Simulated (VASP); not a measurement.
# Be16H (a cell with a defect) in VASP: a series of runs, part 2 of 2

VASP 6.6.1. The steps go on from the part before.

### 3 Single point, PBE

Contents of INCAR:

```
SYSTEM = Be16H
PREC     = Accurate       ! precision mode
ENCUT    = 520            ! plane-wave cutoff, eV
EDIFF    = 1E-6           ! SCF threshold, eV
ISMEAR   = 0              ! smearing method
SIGMA    = 0.05           ! smearing width, eV
LREAL    = Auto         
LASPH    = .True.         ! aspherical terms in the spheres
NELM     = 100            ! most SCF steps
ALGO     = Normal         ! electronic algorithm
ISIF     = 2              ! what is computed and relaxed
LWAVE    = .False.        ! write WAVECAR
LCHARG   = .False.        ! write CHGCAR
GGA      = PE             ! functional
NBANDS   = 30             ! bands
```

Contents of KPOINTS:

```
regular mesh
0
Gamma
  4 4 3
  0 0 0
```

Contents of POSCAR:

```
Be16H
1.0
   -2.2900000000     -3.9663960000      0.0000000000
    3.4350000000     -1.9831980000      0.0000000000
    0.0000000000      0.0000000000      7.1768600000
Be H
16 1
Direct
    0.7498786126      0.4957243152     -0.0017072926
    0.5148570092      0.3373809464      0.2552025538
    0.7498042228      0.4969521601      0.5019539186
    0.5001620651      0.3330157581      0.7509148848
    0.5063333545     -0.0075265264     -0.0059630535
    0.2498145011      0.8286594491      0.2528906792
    0.5019964618     -0.0026259396      0.5028458128
    0.2499041509      0.8370289681      0.7475926798
    0.2498565230      0.5107654841     -0.0049336339
   -0.0152635988      0.3373709923      0.2552050618
    0.2498182676      0.5017798640      0.5054621380
   -0.0003202479      0.3330319162      0.7509001151
   -0.0065958231     -0.0075410291     -0.0059084335
    0.7498089438      0.8268769960      0.2491154906
   -0.0023351249     -0.0026129362      0.5027583093
    0.7499036758      0.8256341827      0.7467528975
    0.2497736464      0.1841055750      0.1872499951
```

Potentials or basis: VASP PAW PBE potentials, release 64 (Be, H).

Run with:

```
cat potpaw_PBE.64/Be/POTCAR potpaw_PBE.64/H/POTCAR > POTCAR
mpirun -np 1 vasp_std > vasp.out
```

OUTCAR:

```text
SYSTEM = Be16H
   PREC = Accurate
   ENCUT = 520
   EDIFF = 1E-6
   ISMEAR = 0
   LREAL = Auto
   LASPH = .True.
   NELM = 100
   ISIF = 2
   GGA = PE

 ion  position               nearest neighbor table
   1  0.750  0.496  0.998-   4 2.21  12 2.21  10 2.23   2 2.23  14 2.23  16 2.23  13 2.26   5 2.26
                             5 2.29  13 2.29   9 2.29   9 2.29
   2  0.515  0.337  0.255-  17 1.44  10 2.15   3 2.17  14 2.22   1 2.23   7 2.23  11 2.26  14 2.29
                             6 2.30   5 2.32   9 2.33   6 2.35
   3  0.750  0.497  0.502-  10 2.17   2 2.17  16 2.19   4 2.22  12 2.22  14 2.24   7 2.28  15 2.28
                             7 2.29  15 2.29  11 2.29  11 2.29
[... 1006 lines left out ...]
  in kB        2.6591169     -1.1604263     25.9584691     -3.3476062     -0.5919363      1.0554401
  external PRESSURE =       9.1523865 kB  Pullay stress =       0.0000000 kB

 VOLUME and BASIS-vectors are now :
 -----------------------------------------------------------------------------
  energy-cutoff  :      520.00
  volume of cell :      130.38
      direct lattice vectors                 reciprocal lattice vectors
    -2.290000000 -3.966396000  0.000000000    -0.109170306 -0.189088533  0.000000000
     3.435000000 -1.983198000  0.000000000     0.218340611 -0.126059022  0.000000000
     0.000000000  0.000000000  7.176860000     0.000000000  0.000000000  0.139336702

 POSITION                                       TOTAL-FORCE (eV/Angst)
 -----------------------------------------------------------------------------------
     -0.01441     -3.95743      7.16461         0.008512     -0.004059      0.040223
     -0.02012     -2.71122      1.83155        -0.000949      0.033995      0.103842
     -0.01002     -3.95958      3.60245         0.014818     -0.010079      0.044906
     -0.00146     -2.64428      5.38921        -0.002191     -0.003629      0.049254
      2.24964     -3.97659      7.13406        -0.027169     -0.010788      0.036723
      2.27437     -2.63426      1.81496         0.015338     -0.010096      0.079261
[... 9 lines left out ...]
      1.11877     -4.61181      5.35934        -0.002303      0.001663      0.003381
      0.06042     -1.35582      1.34387         0.017912     -0.011678     -0.699719
 -----------------------------------------------------------------------------------
    total drift:                               -0.000918      0.000813      0.000105

  FREE ENERGIE OF THE ION-ELECTRON SYSTEM (eV)
  ---------------------------------------------------
  free  energy   TOTEN  =       -61.5178311799 eV

  energy  without entropy=      -61.5142598804  energy(sigma->0) =      -61.51604553
```

OSZICAR:

```text
N       E                     dE             d eps       ncg     rms          rms(c)
DAV:   1     0.349323449776E+02    0.34932E+02   -0.12712E+04  1560   0.931E+02
DAV:   2    -0.579646135272E+02   -0.92897E+02   -0.85652E+02  2076   0.171E+02
DAV:   3    -0.621370180619E+02   -0.41724E+01   -0.40880E+01  2036   0.302E+01
DAV:   4    -0.621804494537E+02   -0.43431E-01   -0.43289E-01  1980   0.365E+00
DAV:   5    -0.621809477282E+02   -0.49827E-03   -0.49804E-03  1966   0.297E-01    0.406E+00
DAV:   6    -0.616914678466E+02    0.48948E+00   -0.14187E-01  2038   0.246E+00    0.239E+00
DAV:   7    -0.615229034832E+02    0.16856E+00   -0.15031E-01  1852   0.222E+00    0.531E-01
DAV:   8    -0.615186916010E+02    0.42119E-02   -0.13378E-02  2000   0.619E-01    0.227E-01
DAV:   9    -0.615178122160E+02    0.87938E-03   -0.16522E-03  1860   0.206E-01    0.401E-02
DAV:  10    -0.615178263891E+02   -0.14173E-04   -0.31633E-04  1882   0.822E-02    0.965E-03
DAV:  11    -0.615178283878E+02   -0.19987E-05   -0.65715E-06  2030   0.120E-02    0.366E-03
DAV:  12    -0.615178306997E+02   -0.23119E-05   -0.10265E-06  1322   0.577E-03    0.929E-04
DAV:  13    -0.615178311799E+02   -0.48017E-06   -0.77993E-08  1176   0.168E-03
   1 F= -.61517831E+02 E0= -.61516046E+02  d E =-.357130E-02
```

Run time: 5.9 min. Hardware: 1 thread of Intel Xeon 8259CL, shared host; peak memory 0.26 GiB.

What came out:

* Free energy: -61.5178 eV
* Pressure: 0.9 GPa
* Largest force: 0.700 eV/Å
* Band gap on the k mesh: zero (an odd number of electrons rules out a gap without spin polarisation)

Forces in eV/Å, atoms in the order of the input:
```
Be   0.009 -0.004  0.040
Be  -0.001  0.034  0.104
Be   0.015 -0.010  0.045
Be  -0.002 -0.004  0.049
Be  -0.027 -0.011  0.037
Be   0.015 -0.010  0.079
Be   0.015  0.002  0.008
Be   0.012 -0.005  0.014
Be   0.013 -0.008  0.056
Be  -0.029 -0.018  0.104
Be  -0.038  0.021  0.031
Be   0.002  0.007  0.050
Be  -0.003  0.029  0.033
Be   0.000  0.000  0.032
Be   0.004 -0.014  0.015
Be  -0.002  0.002  0.003
H    0.018 -0.012 -0.700
```

Caveat: the k points lie up to 0.40 Å⁻¹ apart, too coarse for converged energies and pressures of a metal.
